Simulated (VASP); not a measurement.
# V (P6_3/mmc) in VASP: further runs

V is run at these levels: PBE; tasks: single point.

Everything below comes from runs of VASP 6.6.1. Logs are shortened: lines on timing, memory, paths and dates and some standing lists are left out, and cuts for length are marked.

### Step 1. The cell of the first run

Symmetry: P6_3/mmc, No. 194, hexagonal system. The conventional cell has a = 2.735 Å, b = 2.735 Å, c = 4.487 Å, α = 90.00°, β = 90.00°, γ = 120.00°. Within 3.6 Å of V (site symmetry -6m2) lie 12 V at 2.73 to 2.74 Å.

This isn't the form of V at room conditions, which is bcc.

### Step 2. Single point, PBE (strain +0.050 along x and y, -0.050 along z)

INCAR

```
  ALGO = Fast
  EDIFF = 1E-6
  ENCUT = 520
  GGA = PE
  ISIF = 2
  ISMEAR = 0
  LASPH = T
  LCHARG = T
  LELF = T
  LREAL = F
  LVHAR = T
  LWAVE = F
  NBANDS = 20
  NELM = 100
  PREC = Accurate
  SIGMA = 0.15
```

KPOINTS

```
k-points
0
Gamma
  21 21 10
```

POSCAR

```
V
1.0
    2.7345088078      0.0000000000      0.0000000000
   -1.3672544039      2.3681540944      0.0000000000
    0.0000000000      0.0000000000      4.4871692000
V
2
Direct
    0.6666666667      0.3333333333      0.7500000000
    0.3333333333      0.6666666667      0.2500000000
```

Potentials or basis: VASP PAW PBE potentials, release 64 (V_sv).

The run is started by

```sh
> cat potpaw_PBE.64/V_sv/POTCAR > POTCAR
> mpirun -np 1 vasp_std > vasp.out
```

OUTCAR:

```text
EDIFF = 1E-6
   ENCUT = 520
   GGA = PE
   ISIF = 2
   ISMEAR = 0
   LASPH = T
   LREAL = F
   NELM = 100
   PREC = Accurate

 ion  position               nearest neighbor table
   1  0.667  0.333  0.750-   2 2.74   2 2.74   2 2.74   2 2.74   2 2.74   2 2.74
   2  0.333  0.667  0.250-   1 2.74   1 2.74   1 2.74   1 2.74   1 2.74   1 2.74

  LATTYP: Found a hexagonal cell.
 ALAT       =     2.7345088078
 C/A-ratio  =     1.6409415787

  Lattice vectors:

 A1 = (   2.7345088078,   0.0000000000,   0.0000000000)
 A2 = (  -1.3672544039,   2.3681540944,   0.0000000000)
 A3 = (   0.0000000000,   0.0000000000,   4.4871692000)

Analysis of symmetry for initial positions (statically):
=====================================================================
 Subroutine PRICEL returns:
 Original cell was already a primitive cell.

 Routine SETGRP: Setting up the symmetry group for a
 hexagonal supercell.

 Subroutine GETGRP returns: Found 24 space group operations
 (whereof 12 operations were pure point group operations)
 out of a pool of 24 trial point group operations.

The static configuration has the point symmetry D_3d.
 The point group associated with its full space group is D_6h.

Analysis of symmetry for dynamics (positions and initial velocities):
=====================================================================
 Subroutine PRICEL returns:
 Original cell was already a primitive cell.

 Routine SETGRP: Setting up the symmetry group for a
 hexagonal supercell.

 Subroutine GETGRP returns: Found 24 space group operations
 (whereof 12 operations were pure point group operations)
 out of a pool of 24 trial point group operations.

The dynamic configuration has the point symmetry D_3d.
 The point group associated with its full space group is D_6h.

 Subroutine INISYM returns: Found 24 space group operations
 (whereof 12 operations are pure point group operations),
 and found     1 'primitive' translations

----------------------------------------------------------------------------------------

                                     Primitive cell

  volume of cell :      29.0577

  direct lattice vectors                    reciprocal lattice vectors
     2.734508808  0.000000000  0.000000000     0.365696390  0.211134909  0.000000000
    -1.367254404  2.368154094  0.000000000     0.000000000  0.422269819  0.000000000
     0.000000000  0.000000000  4.487169200     0.000000000  0.000000000  0.222857654

  length of vectors
     2.734508808  2.734508808  4.487169200     0.422269819  0.422269819  0.222857654

  position of ions in fractional coordinates (direct lattice)
     0.666666667  0.333333333  0.750000000
     0.333333333  0.666666667  0.250000000

  ion indices of the primitive-cell ions
   primitive index   ion index
                 1           1
                 2           2

----------------------------------------------------------------------------------------

 KPOINTS: k-points

Automatic generation of k-mesh.
 Grid dimensions read from file:
 generate k-points for:   21   21   10

 Generating k-lattice:

  Cartesian coordinates                     Fractional coordinates (reciprocal lattice)
     0.017414114  0.010054043  0.000000000     0.047619048 -0.000000000  0.000000000
     0.000000000  0.020108087  0.000000000     0.000000000  0.047619048  0.000000000
     0.000000000  0.000000000  0.022285765     0.000000000  0.000000000  0.100000000

  Length of vectors
     0.020108087  0.020108087  0.022285765

  Shift w.r.t. Gamma in fractional coordinates (k-lattice)
     0.000000000  0.000000000  0.000000000

 Subroutine IBZKPT returns following result:
 ===========================================

 Found    288 irreducible k-points:

 Following reciprocal coordinates:
            Coordinates               Weight
  0.000000  0.000000  0.000000      1.000000
  0.047619  0.000000  0.000000      6.000000
  0.095238 -0.000000  0.000000      6.000000
  0.142857  0.000000  0.000000      6.000000
  0.190476 -0.000000  0.000000      6.000000
  0.238095  0.000000  0.000000      6.000000
[... 16 lines left out ...]
  0.142857  0.095238  0.000000     12.000000
  0.190476  0.095238  0.000000     12.000000
 [... further k-points ...]
   k-points           NKPTS =    288   k-points in BZ     NKDIM =    288   number of bands    NBANDS=     20
   number of dos      NEDOS =    301   number of ions     NIONS =      2
   total plane-waves  NPLWV =  14400
   dimension x,y,z NGX =    20 NGY =   20 NGZ =   36
   dimension x,y,z NGXF=    40 NGYF=   40 NGZF=   72
   ions per type =               2
   NGX,Y,Z   is equivalent  to a cutoff of  12.16, 12.16, 13.34 a.u.
   NGXF,Y,Z  is equivalent  to a cutoff of  24.32, 24.32, 26.68 a.u.
 SYSTEM =  unknown system
   PREC   = accura    normal or accurate (medium, high low for compatibility)
   ISTART =      0    job   : 0-new  1-cont  2-samecut
   ICHARG =      2    charge: 1-file 2-atom 10-const
   ISPIN  =      1    spin polarized calculation?
   LNONCOLLINEAR =      F non collinear calculations
   LSORBIT =      F    spin-orbit coupling
   LASPH  =      T    aspherical Exc in radial PAW
   ENCUT  =  520.0 eV  38.22 Ry    6.18 a.u.   5.08  5.08  8.34*2*pi/ulx,y,z
   NELM   =    100;   NELMIN=  2; NELMDL= -5     # of ELM steps
   EDIFF  = 0.1E-05   stopping-criterion for ELM
   LREAL  =      F    real-space projection
   EDIFFG = 0.1E-04   stopping-criterion for IOM
   NSW    =      0    number of steps for IOM
   IBRION =     -1    ionic relax: 0-MD 1-quasi-New 2-CG
   NFREE  =      0    steps in history (QN), initial steepest desc. (CG)
   ISIF   =      2    stress and relaxation
   ISYM   =      2    0-nonsym 1-usesym 2-fastsym
   POTIM  = 0.5000    time-step for ionic-motion
   TEBEG  =    0.0;   TEEND  =   0.0 temperature during run
   PSTRESS=    0.0 pullay stress
   NELECT =      26.0000    total number of electrons
   NUPDOWN=      -1.0000    fix difference up-down
   EMIN   =  10.00;   EMAX   =-10.00  energy-range for DOS
   EFERMI =   0.00;   METHOD = LEGACY
   ISMEAR =     0;   SIGMA  =   0.15  broadening in eV -4-tet -1-fermi 0-gaus
   EFERMI_NEDOS =   21; number of points for ismear=-14 and -15
   IALGO  =     68    algorithm
   IMIX   =      4    mixing-type and parameters
     AMIX     =   0.40;   BMIX     =  1.00
     AMIX_MAG =   1.60;   BMIX_MAG =  1.00
  volume/ion in A,a.u.               =      14.53        98.05
  Fermi-wavevector in a.u.,A,eV,Ry     =   1.577534  2.981107 33.859639  2.488613
  Thomas-Fermi vector in A             =   2.678201
   LORBIT       =      0    0 simple, 1 ext, 2 COOP (PROOUT), +10 PAW based schemes
   GGA     = PE    functional components
   LHFCALC =     F    Hartree Fock is set to
   AEXX    =    0.0000 exact exchange contribution
   IVDW    =     0    specifies the selected vdW correction
   LEPSILON=     F    determine dielectric tensor
   LRPA    =     F    only Hartree local field effects (RPA)
 non-spin polarized calculation
 RMM-DIIS sequential band-by-band and
 Gauss-broadening in eV      SIGMA  =   0.15
  energy-cutoff  :      520.00
  volume of cell :       29.06
 maximum number of plane-waves:       801
   NGX = 11   NGY = 11   NGZ = 17

 number of electron      26.0000006 magnetization

 Free energy of the ion-electron system (eV)
  ---------------------------------------------------
  ext. energy  EPLUGINS =         0.00000000
  ---------------------------------------------------
  free energy    TOTEN  =       -17.40777322 eV

  energy without entropy =      -17.35956946  energy(sigma->0) =      -17.38367134

 E-fermi :   9.1934     XC(G=0): -12.4923

 val. band max:        9.1930978366   @ k =   0.2381   0.0476   0.0000
 cond. band min:       9.1964358804   @ k =   0.3333   0.0476   0.3000
 fundamental gap:      0.0033380437
 Fermi energy:         9.1934407888

 k-point     1 :       0.0000    0.0000    0.0000
  band No.  band energies     occupation
      1     -54.9476      2.00000
      2     -54.8141      2.00000
      3     -29.0318      2.00000
      4     -28.4720      2.00000
      5     -28.4720      2.00000
      6     -28.3835      2.00000
[... 12 lines left out ...]
     19      11.8059      0.00000
     20      11.8059      0.00000

 k-point     2 :       0.0476    0.0000    0.0000
  band No.  band energies     occupation
      1     -54.9449      2.00000
      2     -54.8127      2.00000
      3     -29.0265      2.00000
      4     -28.4842      2.00000
      5     -28.4758      2.00000
      6     -28.3961      2.00000
[... 12 lines left out ...]
     19      11.8228      0.00000
     20      12.0608      0.00000

 k-point     3 :       0.0952   -0.0000    0.0000
  band No.  band energies     occupation
      1     -54.9370      2.00000
      2     -54.8088      2.00000
      3     -29.0110      2.00000
      4     -28.5197      2.00000
      5     -28.4868      2.00000
      6     -28.4325      2.00000
[... 12 lines left out ...]
     19      11.8667      0.00000
     20      12.6462      0.00000

 k-point     4 :       0.1429    0.0000    0.0000
  band No.  band energies     occupation
      1     -54.9245      2.00000
      2     -54.8028      2.00000
      3     -28.9859      2.00000
      4     -28.5755      2.00000
      5     -28.5037      2.00000
      6     -28.4889      2.00000
[... 12 lines left out ...]
     19      11.9231      0.00000
     20      13.3758      0.00000

 k-point     5 :       0.1905   -0.0000    0.0000
  band No.  band energies     occupation
      1     -54.9083      2.00000
      2     -54.7953      2.00000
      3     -28.9526      2.00000
      4     -28.6468      2.00000
      5     -28.5595      2.00000
      6     -28.5247      2.00000
[... 12 lines left out ...]
     19      11.9792      0.00000
     20      14.1795      0.00000
[... 353 lines left out ...]
      6     -28.6375      2.00000
[... 12 lines left out ...]
     19      13.3131      0.00000
     20      14.7675      0.00000

 k-point    22 :       0.0952    0.0952    0.0000
  band No.  band energies     occupation
      1     -54.9174      2.00000
      2     -54.7994      2.00000
      3     -28.9713      2.00000
      4     -28.5965      2.00000
      5     -28.5510      2.00000
      6     -28.4857      2.00000
[... 12 lines left out ...]
     19      11.9237      0.00000
     20      13.7530      0.00000

 k-point    23 :       0.1429    0.0952    0.0000
  band No.  band energies     occupation
      1     -54.9018      2.00000
      2     -54.7924      2.00000
      3     -28.9388      2.00000
      4     -28.6574      2.00000
      5     -28.6116      2.00000
      6     -28.5142      2.00000
[... 12 lines left out ...]
     19      11.9540      0.00000
     20      14.5013      0.00000

 k-point    24 :       0.1905    0.0952    0.0000
  band No.  band energies     occupation
      1     -54.8837      2.00000
      2     -54.7850      2.00000
      3     -28.8998      2.00000
      4     -28.7305      2.00000
      5     -28.6756      2.00000
      6     -28.5460      2.00000
[... 12 lines left out ...]
     19      11.9824      0.00000
     20      15.3154      0.00000

 [... further k-points ...]

------------------------ aborting loop because EDIFF is reached ----------------------------------------

  FORCE on cell =-STRESS in cart. coord.  units (eV):
  Direction    XX          YY          ZZ          XY          YZ          ZX
  --------------------------------------------------------------------------------------
  -------------------------------------------------------------------------------------
  Total       -1.7868986     -1.7868986     -0.3187529      0.0000000     -0.0000000     -0.0000000
  in kB      -98.5255249    -98.5255249    -17.5753089      0.0000000     -0.0000000     -0.0000000
  external PRESSURE =     -71.5421196 kB  Pullay stress =       0.0000000 kB

 VOLUME and BASIS-vectors are now :
 -----------------------------------------------------------------------------
  energy-cutoff  :      520.00
  volume of cell :       29.06
      direct lattice vectors                 reciprocal lattice vectors
     2.734508808  0.000000000  0.000000000     0.365696390  0.211134909  0.000000000
    -1.367254404  2.368154094  0.000000000     0.000000000  0.422269819  0.000000000
     0.000000000  0.000000000  4.487169200     0.000000000  0.000000000  0.222857654

 POSITION                                       TOTAL-FORCE (eV/Angst)
 -----------------------------------------------------------------------------------
      1.36725      0.78938      3.36538        -0.000000      0.000000      0.000000
     -0.00000      1.57877      1.12179         0.000000     -0.000000      0.000000
 -----------------------------------------------------------------------------------
    total drift:                               -0.000000      0.000000     -0.000000

  FREE ENERGIE OF THE ION-ELECTRON SYSTEM (eV)
  ---------------------------------------------------
  free  energy   TOTEN  =       -17.4077732234 eV

  energy  without entropy=      -17.3595694555  energy(sigma->0) =      -17.38367134
```

It took 59 s on 1 thread of Intel Xeon 6975P-C (Granite Rapids), shared host; peak memory 0.24 GiB.

Results:

- Free energy: -17.4078 eV
- Pressure: -7.2 GPa
- Band gap on the k mesh: zero (bands 13 and 14 overlap by 1.96 eV)

Caveat: the cell differs from its parent crystal (strain +0.050 along x and y, -0.050 along z); the cell stands under tension.

### Step 3. Single point, PBE (strain +0.050 along x and y, +0.000 along z)

INCAR

```
SYSTEM = V
PREC = Accurate
ENCUT = 520
EDIFF = 1E-7
ISMEAR = 0
SIGMA = 0.15
LREAL = .False.
LASPH = .True.
NELM = 60
ALGO = Fast
ISIF = 2
LWAVE = .False.
LCHARG = .False.
GGA = PE
NBANDS = 20
```

KPOINTS

```
Automatic mesh
0
Gamma
  21 21 10
  0 0 0
```

POSCAR: that of step 2 with these lines changed.

```diff
@@ -4,3 +4,3 @@
    -1.3672544039      2.3681540944      0.0000000000
-    0.0000000000      0.0000000000      4.4871692000
+    0.0000000000      0.0000000000      4.7233360000
 V
```

Potentials or basis: VASP PAW PBE potentials, release 64 (V_sv).

The run is started by

```sh
> cat potpaw_PBE.64/V_sv/POTCAR > POTCAR
> mpirun -np 1 vasp_std > vasp.out
```

It took 70 s on 1 thread of Intel Xeon 6975P-C (Granite Rapids), shared host; peak memory 0.24 GiB.

The run converged. Its results:

- Free energy: -17.3494 eV
- Pressure: -14.0 GPa
- Band gap on the k mesh: zero (bands 13 and 14 overlap by 1.88 eV)

Stress tensor (GPa, compression positive):
```
-15.69   0.00   0.00
  0.00 -15.69   0.00
  0.00   0.00 -10.76
```

Levels at points of the mesh, in eV from the Fermi level:
| k point | band 9 | band 10 | band 11 | band 12 | band 13 | band 14 | band 15 | band 16 | band 17 | band 18 |
| --- | --- | --- | --- | --- | --- | --- | --- | --- | --- | --- |
| (0.00, 0.00, 0.00) | -6.61 | -3.14 | -0.21 | 0.03 | 0.25 | 0.25 | 0.58 | 0.58 | 1.40 | 1.40 |
| (0.00, 0.00, 0.50) | -4.86 | -4.86 | -0.71 | -0.71 | 0.25 | 0.25 | 0.25 | 0.25 | 2.13 | 2.13 |

Caveat: the cell differs from its parent crystal (strain +0.050 along x and y, +0.000 along z); the cell stands under tension.
